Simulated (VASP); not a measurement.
Set up this calculation in VASP 6.6.1, as the native input.

```yaml
Task: single point
Functional: PBE
Potentials_or_basis: VASP PAW PBE potentials, release 64 (Ba_sv, F, Zn, Sb)
Cutoff: 520 eV
k_mesh: 3 × 3 × 3
Occupations: fermi-dirac, width 0.05 eV
Spin: no spin polarisation
Dipole_correction: no
Further_INCAR_settings: ALGO = Normal; EDIFF = 1e-06; NBANDS = 44
```

The structure of BaZnSbF lies in POSCAR:

```
BaZnSbF
1.0
    5.6952840000     -0.1548120000     -0.0268730000
   -0.5611430000      6.2086460000     -0.5980960000
    0.2763530000     -0.1676580000      5.8601450000
Ba F Zn Sb
2 2 2 2
Direct
    0.2983054809      0.8738294168      0.5032759841
    0.8695420976      0.6921786968     -0.0022071954
    0.0193760647      0.1824721048      0.7277675773
    0.7043066494      0.9279606684      0.6579058021
    0.7082592309      0.1709784353      0.9772605573
    0.8509580798      0.1640423638      0.4113698344
    0.5171146646      0.4216321200      0.6041585843
    0.2852069466      0.3508553718      0.0608043932
```

These files were run (other wordings do the same):

INCAR

```
SYSTEM = BaZnSbF
  PREC = Accurate
  ENCUT = 520
  EDIFF = 1E-6
  ISMEAR = -1
  SIGMA = 0.05
  LREAL = .False.
  LASPH = .True.
  NELM = 80
  ALGO = Normal
  ISIF = 2
  LWAVE = .False.
  LCHARG = .False.
  GGA = PE
  NBANDS = 44
```

KPOINTS

```
regular mesh
0
Gamma
  3 3 3
  0 0 0
```

Potentials or basis: VASP PAW PBE potentials, release 64 (Ba_sv, F, Zn, Sb).

Launch:

```bash
$ cat potpaw_PBE.64/Ba_sv/POTCAR potpaw_PBE.64/F/POTCAR potpaw_PBE.64/Zn/POTCAR potpaw_PBE.64/Sb/POTCAR > POTCAR
$ mpirun -np 1 vasp_std > vasp.out
```

Results of the run:

```json
{
 "Pressure": "3.3 GPa",
 "Largest force": "1.524 eV/Å",
 "Band gap on the k mesh": "zero (filled and empty bands touch)"
}
```

Caveat: the k points lie up to 0.37 Å⁻¹ apart; spin-orbit coupling is left out, which moves the levels of the heavy elements.

It took 4.5 min on 1 thread of Intel Xeon 8259CL, with other jobs on the host, peak memory 0.38 GiB.
